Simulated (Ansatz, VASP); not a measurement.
BP: VASP beside Ansatz

File INCAR:

```
  PREC = Accurate
  ENCUT = 520
  EDIFF = 1E-6
  ISMEAR = -1
  SIGMA = 0.05
  LREAL = False
  LASPH = True
  NELM = 80
  ALGO = Normal
  ISIF = 2
  LWAVE = False
  LCHARG = False
  GGA = CA
  NBANDS = 11
```

KPOINTS

```
Automatic mesh
0
Gamma
  15 15 15
```

The input POSCAR:

```
BP
1.0
    0.0000000000      2.2690000000      2.2236200000
    2.2690000000      0.0000000000      2.2236200000
    2.2690000000      2.2690000000      0.0000000000
B P
1 1
Direct
    0.0000000000      0.0000000000      0.0000000000
    0.7500000000      0.7500000000      0.7500000000
```

Input for Ansatz:

```yaml
crystal:
  lattice:
    - [0.0, 2.269, 2.22362]
    - [2.269, 0.0, 2.22362]
    - [2.269, 2.269, 0.0]
  atoms:
    - { symbol: B, position: [0.0, 0.0, 0.0] }
    - { symbol: P, position: [0.75, 0.75, 0.75] }
kpoints:
  mp_grid: { grid: [15, 15, 15] }
  band_path:
    path:
      - [0.0, 0.0, 0.0]
      - [0.0, 0.5, 0.5]
      - [0.25, 0.75, 0.5]
      - [0.0, 0.5, 0.0]
      - [0.0, 0.0, 0.0]
      - [0.5, 0.5, 0.0]
      - [0.3801541025, 0.6198458975, 0.0]
      - [-0.3801541025, 0.3801541025, 0.0]
      - [0.0, 0.0, 0.0]
    npoints: 5
scf:
  occupations: { method: fermi_dirac, width: 0.05 }
hamiltonian:
  xc: lda
  pseudopotentials: { kind: all_electron, lapw: { basis_error: 0.001 } }
output:
  forces: true
  stress: true
  eigenvalues: true
```

Change from the starting cell: zz strain of -2 %.

Alike in both runs: task single point; functional LDA; k mesh 15 × 15 × 15; occupations fermi-dirac, width 0.05 eV; no spin polarisation.

```csv
,VASP,Ansatz
version,VASP 6.6.1,Ansatz 0.2.0
potentials or method,"VASP PAW LDA potentials, release 64 (B, P), cutoff 520 eV","all-electron LAPW, scalar-relativistic"
```

Ansatz gave:

| Property | Result |
| --- | --- |
| pressure (GPa) | -2.0 |
| traceless stress, the component that is largest in VASP (GPa) | 3.56 |

What did VASP give for the same quantities?

Pressure (GPa): -2.1; traceless stress, the component that is largest in VASP (GPa): 3.56.

LDA's correlation is that of Perdew and Zunger in VASP and of Perdew and Wang (1992) in Ansatz. Ansatz ran all-electron here, and VASP with PAW potentials.
